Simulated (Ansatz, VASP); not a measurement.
**Two plane-wave programs on LiF**

The input INCAR:

```
  PREC = Accurate
  ENCUT = 520
  EDIFF = 1E-6
  ISMEAR = 0
  SIGMA = 0.05
  LREAL = F
  LASPH = T
  NELM = 100
  ALGO = Normal
  ISIF = 2
  LWAVE = F
  LCHARG = F
  NBANDS = 18
```

File KPOINTS:

```
regular mesh
0
Gamma
  9 9 6
```

Contents of POSCAR:

```
LiF
1.0
    3.0300909680      0.0000000000      0.0000000000
   -1.5150454840      2.6241357541      0.0000000000
    0.0000000000      0.0000000000      4.6590208518
Li F
2 2
Direct
    0.3333333333      0.6666666667      0.4214111656
    0.6666666667      0.3333333333      0.9214111656
    0.3333333333      0.6666666667      0.9910195924
    0.6666666667      0.3333333333      0.4910195924
```

Input for Ansatz:

```yaml
crystal:
  lattice:
    - [3.030090968, 0.0, 0.0]
    - [-1.515045484, 2.6241357541, 0.0]
    - [0.0, 0.0, 4.6590208518]
  atoms:
    - { symbol: Li, position: [0.3333333333, 0.6666666667, 0.4214111656] }
    - { symbol: Li, position: [0.6666666667, 0.3333333333, 0.9214111656] }
    - { symbol: F, position: [0.3333333333, 0.6666666667, 0.9910195924] }
    - { symbol: F, position: [0.6666666667, 0.3333333333, 0.4910195924] }
basis:
  ecutwfc: 520.0
kpoints:
  mp_grid: { grid: [9, 9, 6] }
hamiltonian:
  xc: lda
scf:
  occupations: { method: gaussian, width: 0.05 }
output:
  forces: true
  stress: true
  eigenvalues: true
```

Alike in both runs: task single point; functional LDA; k mesh 9 × 9 × 6; occupations gaussian, width 0.05 eV; no spin polarisation.

|  | VASP | Ansatz |
| --- | --- | --- |
| version | VASP 6.6.1 | Ansatz 0.2.0 |
| potentials or method | VASP PAW LDA potentials, release 64 (Li_sv, F), cutoff 520 eV | scalar-relativistic, plane waves, PAW |
| valence electrons in the cell | 20 | 20 |

|  | VASP | Ansatz | Ansatz less VASP |
| --- | --- | --- | --- |
| gap on the k mesh at the Fermi level (eV) | 7.64 | 7.66 | +0.016 |
| least direct gap on the mesh (eV) | 7.64 | 7.66 | +0.016 |
| rms of the force components (eV/Å) | 0.177 | 0.176 | -0.0006 |

LDA's correlation is that of Perdew and Zunger in VASP and of Perdew and Wang (1992) in Ansatz. Atom by atom the forces differ by 0.001 eV/Å (rms over components).

Noted on VASP's run: the cutoff is under 1.25 times that of the potentials, so the pressure is a little rough.
